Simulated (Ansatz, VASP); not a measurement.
# Ti: VASP beside Ansatz

POSCAR

```
Ti
1.0
    4.4427783145      0.0000000000      0.0000000000
   -2.2213891572      3.8475588837      0.0000000000
    0.0000000000      0.0000000000      2.7483882621
Ti
3
Direct
    1.0000000000      1.0000000000      0.0000000000
    0.3333333333      0.6666666667      0.5000000000
    0.6666666667      0.3333333333      0.5000000000
```

File INCAR.step1:

```
SYSTEM = Ti
ALGO     = Normal         ! electronic algorithm
EDIFF    = 1E-4           ! SCF threshold, eV
ENCUT    = 520            ! plane-wave cutoff, eV
GGA      = PE             ! functional
ISMEAR   = -1             ! smearing method
LASPH    = .TRUE.         ! aspherical terms in the spheres
LCHARG   = .FALSE.        ! write CHGCAR
LREAL    = .FALSE.        ! projectors in reciprocal space
LWAVE    = .TRUE.         ! write WAVECAR
NBANDS   = 25             ! bands
NELM     = 80             ! most SCF steps
PREC     = Accurate       ! precision mode
SIGMA    = 0.1            ! smearing width, eV
```

Contents of INCAR.step2:

```
SYSTEM = Ti
ALGO     = Normal         ! electronic algorithm
EDIFF    = 1E-6           ! SCF threshold, eV
ENCUT    = 520            ! plane-wave cutoff, eV
ISIF     = 2              ! what is computed and relaxed
ISMEAR   = -1             ! smearing method
ISTART   = 1            
LASPH    = .TRUE.         ! aspherical terms in the spheres
LCHARG   = .FALSE.        ! write CHGCAR
LMIXTAU  = .TRUE.       
LREAL    = .FALSE.        ! projectors in reciprocal space
LWAVE    = .FALSE.        ! write WAVECAR
METAGGA  = R2SCAN         ! meta-GGA
NBANDS   = 25             ! bands
NELM     = 80             ! most SCF steps
PREC     = Accurate       ! precision mode
SIGMA    = 0.1            ! smearing width, eV
```

The input KPOINTS:

```
k-points
0
G
  9 9 13
  0 0 0
```

Input for Ansatz:

```yaml
crystal:
  lattice:
    - [4.4427783145, 0.0, 0.0]
    - [-2.2213891572, 3.8475588837, 0.0]
    - [0.0, 0.0, 2.7483882621]
  atoms:
    - { symbol: Ti, position: [1.0, 1.0, 0.0] }
    - { symbol: Ti, position: [0.3333333333, 0.6666666667, 0.5] }
    - { symbol: Ti, position: [0.6666666667, 0.3333333333, 0.5] }
hamiltonian:
  xc: r2scan
  pseudopotentials:
    kind: paw
    azcp:
      Ti: "pseudopotentials/Ti.paw.azcp"
basis:
  ecutwfc: 500
  fft_grid_basis: typed
kpoints:
  mp_grid: { grid: [9, 9, 13], shift: [0, 0, 0] }
magnetization:
  spin_polarized: false
scf:
  occupations: { method: fermi_dirac, width: 0.1 }
  lower_state_search: "off"
output:
  stress: true
  write_density: true
  write_potential: true
  elf: true
  volumetric_format: npy
```

Alike in both runs: task single point; functional r2SCAN; k mesh 9 × 9 × 13; occupations fermi-dirac, width 0.1 eV; no spin polarisation.

```csv
,VASP,Ansatz
version,VASP 6.6.1,Ansatz 0.2.0
potentials or method,"VASP PAW PBE potentials, release 64 (Ti_sv), cutoff 520 eV","plane waves (500 eV) with PAW, scalar-relativistic"
valence electrons in the cell,36,36
```

```csv
,VASP,Ansatz,Ansatz less VASP
pressure (GPa),11.9,11.4,-0.53
"traceless stress, the component that is largest in VASP (GPa)",0.58,0.63,+0.048
```

VASP's potentials were made for PBE, not for r2SCAN.
